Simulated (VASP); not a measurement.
# BaTiO3 (R-3m) in VASP: notebook, part 2 of 2

VASP 6.6.1. Earlier steps stand in the parts before.

### Step 4. Single point, PBE (equal xy, yz and zx shear strains of +3 %)

Contents of INCAR:

```
SYSTEM = BaTiO3
PREC = Accurate
ENCUT = 520
EDIFF = 1E-6
ISMEAR = -1
SIGMA = 0.05
LREAL = .False.
LASPH = .True.
NELM = 60
ALGO = Normal
ISIF = 2
LWAVE = .False.
LCHARG = .True.
GGA = PE
LELF = .True.
LVHAR = .True.
NBANDS = 28
```

Contents of KPOINTS:

```
regular mesh
0
Gamma
  8 8 8
  0 0 0
```

Contents of POSCAR:

```
BaTiO3
1.0
    4.0073000000      0.0601095000      0.0601095000
    0.0601095000      4.0073000000      0.0601095000
    0.0601095000      0.0601095000      4.0073000000
Ba Ti O
1 1 3
Direct
    0.5000000000      0.5000000000      0.5000000000
    0.0000000000      0.0000000000      0.0000000000
    0.5000000000      0.0000000000      0.0000000000
    0.0000000000      0.5000000000      0.0000000000
    0.0000000000      0.0000000000      0.5000000000
```

Potentials or basis: VASP PAW PBE potentials, release 64 (Ba_sv, Ti_sv, O).

On the command line:

```console
cat potpaw_PBE.64/Ba_sv/POTCAR potpaw_PBE.64/Ti_sv/POTCAR potpaw_PBE.64/O/POTCAR > POTCAR
mpirun -np 1 vasp_std > vasp.out
```

OUTCAR:

```text
SYSTEM = BaTiO3
   PREC = Accurate
   ENCUT = 520
   EDIFF = 1E-6
   ISMEAR = -1
   LREAL = .False.
   LASPH = .True.
   NELM = 60
   ISIF = 2
   GGA = PE

 ion  position               nearest neighbor table
   1  0.500  0.500  0.500-   3 2.79   4 2.79   3 2.79   5 2.79   4 2.79   5 2.79   5 2.88   5 2.88
                             4 2.88   3 2.88   4 2.88   3 2.88   2 3.44   2 3.44   2 3.44   2 3.44
   2  0.000  0.000  0.000-   5 2.00   5 2.00   3 2.00   4 2.00   4 2.00   3 2.00   1 3.44   1 3.44
                             1 3.44   1 3.44   1 3.44   1 3.44   1 3.57   1 3.57
   3  0.500  0.000  0.000-   2 2.00   2 2.00   1 2.79   1 2.79   1 2.88   1 2.88
   4  0.000  0.500  0.000-   2 2.00   2 2.00   1 2.79   1 2.79   1 2.88   1 2.88
   5  0.000  0.000  0.500-   2 2.00   2 2.00   1 2.79   1 2.79   1 2.88   1 2.88

  LATTYP: Found a trigonal (rhomboedric) cell.
 ALAT       =     4.0082015411
 COS(alpha) =     0.0302114049

  Lattice vectors:

 A1 = (   4.0073000000,   0.0601095000,   0.0601095000)
 A2 = (   0.0601095000,   4.0073000000,   0.0601095000)
 A3 = (   0.0601095000,   0.0601095000,   4.0073000000)

Analysis of symmetry for initial positions (statically):
=====================================================================
 Subroutine PRICEL returns:
 Original cell was already a primitive cell.

 Routine SETGRP: Setting up the symmetry group for a
 trigonal (rhombohedral) supercell.

 Subroutine GETGRP returns: Found 12 space group operations
 (whereof 12 operations were pure point group operations)
 out of a pool of 12 trial point group operations.

The static configuration has the point symmetry D_3d.

Analysis of symmetry for dynamics (positions and initial velocities):
=====================================================================
 Subroutine PRICEL returns:
 Original cell was already a primitive cell.

 Routine SETGRP: Setting up the symmetry group for a
 trigonal (rhombohedral) supercell.

 Subroutine GETGRP returns: Found 12 space group operations
[... 130 lines left out ...]
  volume/ion in A,a.u.               =      12.86        86.79
  Fermi-wavevector in a.u.,A,eV,Ry     =   1.397461  2.640819 26.570786  1.952898
  Thomas-Fermi vector in A             =   2.520715
   LORBIT       =      0    0 simple, 1 ext, 2 COOP (PROOUT), +10 PAW based schemes
   GGA     = PE    functional components
   LHFCALC =     F    Hartree Fock is set to
   AEXX    =    0.0000 exact exchange contribution
   IVDW    =     0    specifies the selected vdW correction
   LEPSILON=     F    determine dielectric tensor
   LRPA    =     F    only Hartree local field effects (RPA)
 non-spin polarized calculation
  energy-cutoff  :      520.00
  volume of cell :       64.31
 maximum number of plane-waves:      1749
 NGX is ok and might be reduce to    30
   NGX = 15   NGY = 15   NGZ = 15

 number of electron      39.9999964 magnetization

 Free energy of the ion-electron system (eV)
  ---------------------------------------------------
  ext. energy  EPLUGINS =         0.00000000
  ---------------------------------------------------
  free energy    TOTEN  =       -39.90473737 eV

  energy without entropy =      -39.90473736  energy(sigma->0) =      -39.90473737

 E-fermi :   4.6914     XC(G=0): -11.2439

 val. band max:        3.8497778263   @ k =   0.5000   0.5000   0.5000
 cond. band min:       5.4850644839   @ k =   0.0000   0.0000   0.0000
 fundamental gap:      1.6352866576
 Fermi energy:         4.6913824940

 k-point     1 :       0.0000    0.0000    0.0000
  band No.  band energies     occupation
      1     -52.8428      2.00000
      2     -29.0647      2.00000
      3     -29.0647      2.00000
      4     -29.0269      2.00000
      5     -21.0089      2.00000
      6     -13.0736      2.00000
[... 733 lines left out ...]
     27      11.3547      0.00000
     28      12.4145      0.00000

 [... further k-points ...]

------------------------ aborting loop because EDIFF is reached ----------------------------------------

  FORCE on cell =-STRESS in cart. coord.  units (eV):
  Direction    XX          YY          ZZ          XY          YZ          ZX
  --------------------------------------------------------------------------------------
  -------------------------------------------------------------------------------------
  Total        1.4169766      1.4169766      1.4169766     -1.4882021     -1.4882021     -1.4882021
  in kB       35.3027078     35.3027078     35.3027078    -37.0772260    -37.0772260    -37.0772260
  external PRESSURE =      35.3027078 kB  Pullay stress =       0.0000000 kB

 VOLUME and BASIS-vectors are now :
 -----------------------------------------------------------------------------
  energy-cutoff  :      520.00
  volume of cell :       64.31
      direct lattice vectors                 reciprocal lattice vectors
     4.007300000  0.060109500  0.060109500     0.249655266 -0.003689487 -0.003689487
     0.060109500  4.007300000  0.060109500    -0.003689487  0.249655266 -0.003689487
     0.060109500  0.060109500  4.007300000    -0.003689487 -0.003689487  0.249655266

 POSITION                                       TOTAL-FORCE (eV/Angst)
 -----------------------------------------------------------------------------------
      2.06376      2.06376      2.06376         0.000000     -0.000000      0.000000
      0.00000      0.00000      0.00000        -0.000000     -0.000000     -0.000000
      2.00365      0.03005      0.03005        -0.000000      0.000000     -0.000000
      0.03005      2.00365      0.03005         0.000000     -0.000000     -0.000000
      0.03005      0.03005      2.00365        -0.000000      0.000000      0.000000
 -----------------------------------------------------------------------------------
    total drift:                                0.000000     -0.000000      0.000000

  FREE ENERGIE OF THE ION-ELECTRON SYSTEM (eV)
  ---------------------------------------------------
  free  energy   TOTEN  =       -39.9047373685 eV

  energy  without entropy=      -39.9047373643  energy(sigma->0) =      -39.90473737
```

OSZICAR:

```text
N       E                     dE             d eps       ncg     rms          rms(c)
DAV:   1     0.425242734898E+03    0.42524E+03   -0.20533E+04  3640   0.152E+03
DAV:   2    -0.650936652080E+01   -0.43175E+03   -0.41046E+03  4156   0.415E+02
DAV:   3    -0.488852834914E+02   -0.42376E+02   -0.41906E+02  4208   0.134E+02
DAV:   4    -0.509165663992E+02   -0.20313E+01   -0.20268E+01  5740   0.264E+01
DAV:   5    -0.509521872165E+02   -0.35621E-01   -0.35609E-01  4620   0.330E+00    0.228E+01
DAV:   6    -0.401290420623E+02    0.10823E+02   -0.57633E+01  5212   0.660E+01    0.987E+00
DAV:   7    -0.400714071205E+02    0.57635E-01   -0.10004E+01  4856   0.230E+01    0.659E+00
DAV:   8    -0.398970244628E+02    0.17438E+00   -0.64780E-01  4428   0.710E+00    0.340E+00
DAV:   9    -0.399361825581E+02   -0.39158E-01   -0.35200E-01  5216   0.498E+00    0.163E+00
DAV:  10    -0.399092501529E+02    0.26932E-01   -0.18538E-01  4308   0.443E+00    0.571E-01
DAV:  11    -0.399047367297E+02    0.45134E-02   -0.19392E-02  5024   0.942E-01    0.134E-01
DAV:  12    -0.399050043592E+02   -0.26763E-03   -0.20133E-03  4536   0.407E-01    0.146E-01
DAV:  13    -0.399047358156E+02    0.26854E-03   -0.90926E-04  4348   0.315E-01    0.201E-02
DAV:  14    -0.399047368390E+02   -0.10234E-05   -0.28725E-05  4360   0.378E-02    0.106E-02
DAV:  15    -0.399047373685E+02   -0.52949E-06   -0.36278E-06  4388   0.143E-02
   1 F= -.39904737E+02 E0= -.39904737E+02  d E =-.419799E-08
```

stdout:

```text
POSCAR found type information on POSCAR BaTiO
 POSCAR found :  3 types and       5 ions
 scaLAPACK will be used
 LDA part: xc-table for (Slater+PW92), standard interpolation
 POSCAR, INCAR and KPOINTS ok, starting setup
 FFT: planning ... GRIDC
 FFT: planning ... GRID_SOFT
 FFT: planning ... GRID
 WAVECAR not read
 entering main loop
```

Run time: 57 s. Hardware: 1 thread of AMD EPYC 9R45 (Zen 5), shared host; peak memory 0.22 GiB.

What came out:

```yaml
Free_energy: -39.9047 eV
Pressure: 3.5 GPa
Band_gap_on_the_k_mesh: 1.64 eV (least direct gap 1.72 eV)
```

Stress tensor (GPa, compression positive):
```
 3.53 -3.71 -3.71
-3.71  3.53 -3.71
-3.71 -3.71  3.53
```

Levels at points of the mesh, in eV from the valence-band top:
| k point | band 17 | band 18 | band 19 | band 20 | band 21 | band 22 | band 23 | band 24 |
| --- | --- | --- | --- | --- | --- | --- | --- | --- |
| (0.00, 0.00, 0.00) | -1.02 | -0.36 | -0.09 | -0.09 | 1.64 | 1.64 | 1.79 | 3.84 |
| (0.50, 0.00, 0.00) | -1.92 | -1.78 | -0.89 | -0.61 | 1.85 | 3.40 | 3.45 | 3.85 |
| (0.50, 0.50, 0.00) | -1.76 | -0.96 | -0.85 | -0.11 | 3.39 | 3.45 | 3.84 | 4.68 |
| (0.50, 0.50, 0.50) | -2.35 | -0.08 | 0.00 | 0.00 | 4.06 | 4.06 | 4.14 | 6.57 |

Caveat: the cell differs from its parent crystal (equal xy, yz and zx shear strains of +3 %); the cell stands under pressure; spin-orbit coupling is left out, which moves the levels of the heavy elements. A k mesh can miss the band edges.

### Step 5. Summary

```tsv
cell	gap on the mesh (eV)	pressure (GPa)
a = 4.008 Å, angles 91.1°, 5 atoms	1.63	3.4
a = 4.007 Å, angles 89.4°, 5 atoms	1.71	3.3
a = 4.008 Å, angles 88.3°, 5 atoms	1.64	3.5
```

Alike in all rows: task single point; level PBE; potentials or basis VASP PAW PBE potentials, release 64 (Ba_sv, Ti_sv, O); no spin polarisation; k mesh 8 × 8 × 8; cutoff (eV) 520; smearing fermi-dirac 0.05 eV.

Caveats: the cell stands under pressure; spin-orbit coupling is left out, which moves the levels of the heavy elements.

Absolute energies hang on the potentials; compare differences alone.
